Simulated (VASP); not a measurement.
# Ru (R-3m) in VASP: further runs

Runs on Ru. Level: PBEsol. Tasks: single point, relaxation of cell and atoms.

All numbers are computed with VASP 6.6.1; they aren't measurements. Logs are shortened: lines on timing, memory, paths and dates and some standing lists are left out, and cuts for length are marked.

## 1. The cell of the first run

Symmetry: R-3m, No. 166, trigonal system. The conventional cell has a = 3.637 Å, b = 3.637 Å, c = 8.026 Å, α = 90.00°, β = 90.00°, γ = 120.00°. Ru (site symmetry 3m) has 6 Ru at 2.41 to 2.58 Å within 3.2 Å.

## 2. Single point, PBEsol

File INCAR:

```
SYSTEM = Ru
ALGO = Normal ; EDIFF = 1E-6
ENCUT = 520 ; GGA = PS
ISIF = 2 ; ISMEAR = 0
LASPH = .TRUE. ; LCHARG = .FALSE.
LREAL = .FALSE. ; LWAVE = .FALSE.
NBANDS = 21 ; NELM = 60
PREC = Accurate ; SIGMA = 0.1
```

File KPOINTS:

```
k-points
0
G
  6 6 6
  0 0 0
```

File POSCAR:

```
Ru
1.0
    1.8186705465      1.0500099295      2.6753174657
   -1.8186705465      1.0500099295      2.6753174657
    0.0000000000     -2.1000198591      2.6753174657
Ru
2
Direct
    0.2398086782      0.2398086782      0.2398086782
    0.7601913218      0.7601913218      0.7601913218
```

Potentials or basis: VASP PAW PBE potentials, release 64 (Ru_pv).

Run with:

```console
cat potpaw_PBE.64/Ru_pv/POTCAR > POTCAR
mpirun -np 1 vasp_std > vasp.out
```

OUTCAR:

```text
SYSTEM = Ru
   EDIFF = 1E-6
   ENCUT = 520
   GGA = PS
   ISIF = 2
   ISMEAR = 0
   LASPH = .TRUE.
   LREAL = .FALSE.
   NELM = 60
   PREC = Accurate

 ion  position               nearest neighbor table
   1  0.240  0.240  0.240-   2 2.41   2 2.41   2 2.41   2 2.58   2 2.58   2 2.58
   2  0.760  0.760  0.760-   1 2.41   1 2.41   1 2.41   1 2.58   1 2.58   1 2.58

  LATTYP: Found a trigonal (rhomboedric) cell.
 ALAT       =     3.4010890831
 COS(alpha) =     0.4281237669

  Lattice vectors:

 A1 = (   1.8186705465,   1.0500099295,   2.6753174657)
 A2 = (  -1.8186705465,   1.0500099295,   2.6753174657)
 A3 = (   0.0000000000,  -2.1000198591,   2.6753174657)

Analysis of symmetry for initial positions (statically):
=====================================================================
 Subroutine PRICEL returns:
 Original cell was already a primitive cell.

 Routine SETGRP: Setting up the symmetry group for a
 trigonal (rhombohedral) supercell.

 Subroutine GETGRP returns: Found 12 space group operations
 (whereof 12 operations were pure point group operations)
 out of a pool of 12 trial point group operations.

The static configuration has the point symmetry D_3d.

Analysis of symmetry for dynamics (positions and initial velocities):
=====================================================================
 Subroutine PRICEL returns:
 Original cell was already a primitive cell.

 Routine SETGRP: Setting up the symmetry group for a
 trigonal (rhombohedral) supercell.

 Subroutine GETGRP returns: Found 12 space group operations
 (whereof 12 operations were pure point group operations)
 out of a pool of 12 trial point group operations.

The dynamic configuration has the point symmetry D_3d.

 Subroutine INISYM returns: Found 12 space group operations
 (whereof 12 operations are pure point group operations),
 and found     1 'primitive' translations

----------------------------------------------------------------------------------------

                                     Primitive cell

  volume of cell :      30.6531

  direct lattice vectors                    reciprocal lattice vectors
     1.818670546  1.050009930  2.675317466     0.274926100  0.158728658  0.124595805
    -1.818670546  1.050009930  2.675317466    -0.274926100  0.158728658  0.124595805
     0.000000000 -2.100019859  2.675317466     0.000000000 -0.317457315  0.124595805

  length of vectors
     3.401089083  3.401089083  3.401089083     0.341032640  0.341032640  0.341032640

  position of ions in fractional coordinates (direct lattice)
     0.239808678  0.239808678  0.239808678
     0.760191322  0.760191322  0.760191322

  ion indices of the primitive-cell ions
   primitive index   ion index
                 1           1
                 2           2

----------------------------------------------------------------------------------------

 KPOINTS: k-points

Automatic generation of k-mesh.
 Grid dimensions read from file:
 generate k-points for:    6    6    6

 Generating k-lattice:

  Cartesian coordinates                     Fractional coordinates (reciprocal lattice)
     0.045821017  0.026454776  0.020765968     0.166666667  0.000000000  0.000000000
    -0.045821017  0.026454776  0.020765968     0.000000000  0.166666667  0.000000000
     0.000000000 -0.052909553  0.020765968     0.000000000  0.000000000  0.166666667

  Length of vectors
     0.056838773  0.056838773  0.056838773

  Shift w.r.t. Gamma in fractional coordinates (k-lattice)
     0.000000000  0.000000000  0.000000000

 Subroutine IBZKPT returns following result:
 ===========================================

 Found     32 irreducible k-points:

 Following reciprocal coordinates:
            Coordinates               Weight
  0.000000  0.000000  0.000000      1.000000
  0.166667  0.000000 -0.000000      6.000000
  0.333333  0.000000  0.000000      6.000000
  0.500000  0.000000  0.000000      3.000000
  0.166667  0.166667 -0.000000      6.000000
  0.333333  0.166667  0.000000     12.000000
[... 16 lines left out ...]
  0.500000  0.500000  0.166667      6.000000
 -0.333333  0.500000  0.166667     12.000000
 [... further k-points ...]
   k-points           NKPTS =     32   k-points in BZ     NKDIM =     32   number of bands    NBANDS=     21
   number of dos      NEDOS =    301   number of ions     NIONS =      2
   total plane-waves  NPLWV =  21952
   dimension x,y,z NGX =    28 NGY =   28 NGZ =   28
   dimension x,y,z NGXF=    56 NGYF=   56 NGZF=   56
   ions per type =               2
   NGX,Y,Z   is equivalent  to a cutoff of  13.69, 13.69, 13.69 a.u.
   NGXF,Y,Z  is equivalent  to a cutoff of  27.37, 27.37, 27.37 a.u.
 SYSTEM =  Ru
   PREC   = accura    normal or accurate (medium, high low for compatibility)
   ISTART =      0    job   : 0-new  1-cont  2-samecut
   ICHARG =      2    charge: 1-file 2-atom 10-const
   ISPIN  =      1    spin polarized calculation?
   LNONCOLLINEAR =      F non collinear calculations
   LSORBIT =      F    spin-orbit coupling
   LASPH  =      T    aspherical Exc in radial PAW
   ENCUT  =  520.0 eV  38.22 Ry    6.18 a.u.   6.32  6.32  6.32*2*pi/ulx,y,z
   NELM   =     60;   NELMIN=  2; NELMDL= -5     # of ELM steps
   EDIFF  = 0.1E-05   stopping-criterion for ELM
   LREAL  =      F    real-space projection
   EDIFFG = 0.1E-04   stopping-criterion for IOM
   NSW    =      0    number of steps for IOM
   IBRION =     -1    ionic relax: 0-MD 1-quasi-New 2-CG
   NFREE  =      0    steps in history (QN), initial steepest desc. (CG)
   ISIF   =      2    stress and relaxation
   ISYM   =      2    0-nonsym 1-usesym 2-fastsym
   POTIM  = 0.5000    time-step for ionic-motion
   TEBEG  =    0.0;   TEEND  =   0.0 temperature during run
   PSTRESS=    0.0 pullay stress
   NELECT =      28.0000    total number of electrons
   NUPDOWN=      -1.0000    fix difference up-down
   EMIN   =  10.00;   EMAX   =-10.00  energy-range for DOS
   EFERMI =   0.00;   METHOD = LEGACY
   ISMEAR =     0;   SIGMA  =   0.10  broadening in eV -4-tet -1-fermi 0-gaus
   EFERMI_NEDOS =   21; number of points for ismear=-14 and -15
   IALGO  =     38    algorithm
   IMIX   =      4    mixing-type and parameters
     AMIX     =   0.40;   BMIX     =  1.00
     AMIX_MAG =   1.60;   BMIX_MAG =  1.00
  volume/ion in A,a.u.               =      15.33       103.43
  Fermi-wavevector in a.u.,A,eV,Ry     =   1.588435  3.001707 34.329219  2.523126
  Thomas-Fermi vector in A             =   2.687439
   LORBIT       =      0    0 simple, 1 ext, 2 COOP (PROOUT), +10 PAW based schemes
   GGA     = PS    functional components
   LHFCALC =     F    Hartree Fock is set to
   AEXX    =    0.0000 exact exchange contribution
   IVDW    =     0    specifies the selected vdW correction
   LEPSILON=     F    determine dielectric tensor
   LRPA    =     F    only Hartree local field effects (RPA)
 non-spin polarized calculation
 Gauss-broadening in eV      SIGMA  =   0.10
  energy-cutoff  :      520.00
  volume of cell :       30.65
 maximum number of plane-waves:       837
 NGX is ok and might be reduce to    28
   NGX = 13   NGY = 13   NGZ = 13

 number of electron      27.9999998 magnetization

 Free energy of the ion-electron system (eV)
  ---------------------------------------------------
  ext. energy  EPLUGINS =         0.00000000
  ---------------------------------------------------
  free energy    TOTEN  =       -17.87810286 eV

  energy without entropy =      -17.86317241  energy(sigma->0) =      -17.87063764

 E-fermi :  10.9682     XC(G=0): -13.3888

 val. band max:       10.9624675932   @ k =   0.3333   0.3333   0.3333
 cond. band min:      11.0184812194   @ k =  -0.1667   0.3333   0.1667
 fundamental gap:      0.0560136262
 Fermi energy:        10.9682039782

 k-point     1 :       0.0000    0.0000    0.0000
  band No.  band energies     occupation
      1     -32.4610      2.00000
      2     -32.4610      2.00000
      3     -32.1967      2.00000
      4     -31.5463      2.00000
      5     -31.4745      2.00000
      6     -31.4745      2.00000
[... 13 lines left out ...]
     20      21.6064      0.00000
     21      22.9265      0.00000

 k-point     2 :       0.1667    0.0000   -0.0000
  band No.  band energies     occupation
      1     -32.4158      2.00000
      2     -32.4147      2.00000
      3     -32.1691      2.00000
      4     -31.5938      2.00000
      5     -31.5406      2.00000
      6     -31.5298      2.00000
[... 13 lines left out ...]
     20      21.6062      0.00000
     21      21.6133      0.00000

 k-point     3 :       0.3333    0.0000    0.0000
  band No.  band energies     occupation
      1     -32.2992      2.00000
      2     -32.2919      2.00000
      3     -32.1016      2.00000
      4     -31.7385      2.00000
      5     -31.6683      2.00000
      6     -31.6635      2.00000
[... 13 lines left out ...]
     20      21.6058      0.00000
     21      23.2763      0.00000

 k-point     4 :       0.5000    0.0000    0.0000
  band No.  band energies     occupation
      1     -32.2177      2.00000
      2     -32.1758      2.00000
      3     -32.0746      2.00000
      4     -31.8468      2.00000
      5     -31.7539      2.00000
      6     -31.7434      2.00000
[... 13 lines left out ...]
     20      21.6057      0.00000
     21      24.2389      0.00000

 k-point     5 :       0.1667    0.1667   -0.0000
  band No.  band energies     occupation
      1     -32.4993      2.00000
      2     -32.3754      2.00000
      3     -32.1157      2.00000
      4     -31.7498      2.00000
      5     -31.4931      2.00000
      6     -31.4483      2.00000
[... 13 lines left out ...]
     20      21.6029      0.00000
     21      21.6056      0.00000

 k-point     6 :       0.3333    0.1667    0.0000
  band No.  band energies     occupation
      1     -32.4805      2.00000
      2     -32.3408      2.00000
      3     -32.1429      2.00000
      4     -31.7789      2.00000
      5     -31.5197      2.00000
      6     -31.4912      2.00000
[... 13 lines left out ...]
     20      21.6047      0.00000
     21      22.0736      0.00000

 k-point     7 :       0.5000    0.1667   -0.0000
  band No.  band energies     occupation
      1     -32.4033      2.00000
      2     -32.3151      2.00000
      3     -32.2096      2.00000
      4     -31.6839      2.00000
      5     -31.6240      2.00000
      6     -31.5726      2.00000
[... 13 lines left out ...]
     20      21.6053      0.00000
     21      21.7041      0.00000
[... 291 lines left out ...]
      1     -32.5426      2.00000
      2     -32.4039      2.00000
      3     -32.2030      2.00000
      4     -31.7131      2.00000
      5     -31.5695      2.00000
      6     -31.3928      2.00000
[... 13 lines left out ...]
     20      20.5429      0.00000
     21      21.6066      0.00000

 k-point    21 :      -0.3333    0.3333    0.1667
  band No.  band energies     occupation
      1     -32.5404      2.00000
      2     -32.5159      2.00000
      3     -32.1201      2.00000
      4     -31.8068      2.00000
      5     -31.4244      2.00000
      6     -31.4147      2.00000
[... 13 lines left out ...]
     20      20.0222      0.00000
     21      21.6074      0.00000

 k-point    22 :      -0.1667    0.3333    0.1667
  band No.  band energies     occupation
      1     -32.5507      2.00000
      2     -32.3763      2.00000
      3     -32.2359      2.00000
      4     -31.6631      2.00000
      5     -31.5682      2.00000
      6     -31.3928      2.00000
[... 13 lines left out ...]
     20      21.1336      0.00000
     21      21.6110      0.00000

 k-point    23 :       0.5000    0.5000    0.1667
  band No.  band energies     occupation
      1     -32.5923      2.00000
      2     -32.5392      2.00000
      3     -32.3563      2.00000
      4     -31.5152      2.00000
      5     -31.4478      2.00000
      6     -31.3752      2.00000
[... 13 lines left out ...]
     20      18.8884      0.00000
     21      21.6033      0.00000

 k-point    24 :      -0.3333    0.5000    0.1667
  band No.  band energies     occupation
      1     -32.6394      2.00000
      2     -32.5755      2.00000
      3     -32.2554      2.00000
      4     -31.6548      2.00000
      5     -31.3710      2.00000
      6     -31.3224      2.00000
[... 13 lines left out ...]
     20      18.4607      0.00000
     21      21.6077      0.00000

 [... further k-points ...]
[... 5 lines left out ...]
  --------------------------------------------------------------------------------------
  -------------------------------------------------------------------------------------
  Total        0.0863250      0.0863250      0.0021289      0.0000000     -0.0000000      0.0000000
  in kB        4.5120415      4.5120415      0.1112739      0.0000000     -0.0000000      0.0000000
  external PRESSURE =       3.0451190 kB  Pullay stress =       0.0000000 kB

 VOLUME and BASIS-vectors are now :
 -----------------------------------------------------------------------------
  energy-cutoff  :      520.00
  volume of cell :       30.65
      direct lattice vectors                 reciprocal lattice vectors
     1.818670546  1.050009930  2.675317466     0.274926100  0.158728658  0.124595805
    -1.818670546  1.050009930  2.675317466    -0.274926100  0.158728658  0.124595805
     0.000000000 -2.100019859  2.675317466     0.000000000 -0.317457315  0.124595805

 POSITION                                       TOTAL-FORCE (eV/Angst)
 -----------------------------------------------------------------------------------
      0.00000     -0.00000      1.92469         0.000000     -0.000000      0.025693
      0.00000     -0.00000      6.10126         0.000000      0.000000     -0.025693
 -----------------------------------------------------------------------------------
    total drift:                                0.000000     -0.000000      0.000000

  FREE ENERGIE OF THE ION-ELECTRON SYSTEM (eV)
  ---------------------------------------------------
  free  energy   TOTEN  =       -17.8781028613 eV

  energy  without entropy=      -17.8631724124  energy(sigma->0) =      -17.87063764
```

It took 9.7 s on 1 thread of Intel Xeon 6975P-C (Granite Rapids), shared host; peak memory 0.16 GiB.

Results:

```
Free energy            : -17.8781 eV
Pressure               : 0.3 GPa
Largest force          : 0.026 eV/Å
Band gap on the k mesh : zero (band 14 reaches 12.52 eV, above the bottom of band 15 at 10.09 eV)
```

Forces on the atoms (eV/Å):
```
Ru   0.000  0.000  0.026
Ru   0.000  0.000 -0.026
```

Stress tensor (GPa, compression positive):
```
0.45 0.00 0.00
0.00 0.45 0.00
0.00 0.00 0.01
```

Caveat: the PAW data sets were made with another functional, which shifts forces and pressure a little.

(Part 1 of 2 ends here.)
